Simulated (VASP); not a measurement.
Here is a VASP 6.6.1 calculation.

Contents of POSCAR:

```
BaS
1.0
    0.0000000000      3.3723856691      3.3723856691
    3.3723856691      0.0000000000      3.3723856691
    3.3723856691      3.3723856691      0.0000000000
Ba S
1 1
Direct
    0.0000000000      0.0000000000      0.0000000000
    0.5000000000      0.5000000000      0.5000000000
```

Contents of INCAR.step1:

```
SYSTEM = BaS
PREC = Accurate
ENCUT = 520
ISMEAR = 0
SIGMA = 0.01
LREAL = .False.
LASPH = .True.
NELM = 80
NBANDS = 15
GGA = PE
ALGO = Normal
EDIFF = 1E-4
LWAVE = .True.
LCHARG = .False.
```

INCAR.step2

```
SYSTEM = BaS
PREC = Accurate
ENCUT = 520
EDIFF = 1E-6
ISMEAR = 0
SIGMA = 0.01
LREAL = .False.
LASPH = .True.
NELM = 80
ALGO = Normal
ISIF = 2
LWAVE = .False.
LCHARG = .False.
METAGGA = R2SCAN
LMIXTAU = .True.
NBANDS = 15
ISTART = 1
```

The input KPOINTS:

```
Automatic mesh
0
Gamma
  8 8 8
  0 0 0
```

Potentials or basis: VASP PAW PBE potentials, release 64 (Ba_sv, S).

The run is started by

```sh
$ cat potpaw_PBE.64/Ba_sv/POTCAR potpaw_PBE.64/S/POTCAR > POTCAR
$ cp INCAR.step1 INCAR
$ mpirun -np 1 vasp_std > vasp.out
$ cp INCAR.step2 INCAR
$ mpirun -np 1 vasp_std > vasp.out
```

Task: What does it give for the pressure?

Result: -4.4 GPa.

Task: What does it give for the band gap on the k mesh?

Result: 2.66 eV, indirect (least direct gap 2.86 eV).

Caveat: the cell differs from its parent crystal (strain +5.0%); the PAW data sets were made with another functional, which shifts forces and pressure a little; spin-orbit coupling is left out, which moves the levels of the heavy elements. A k mesh can miss the band edges.
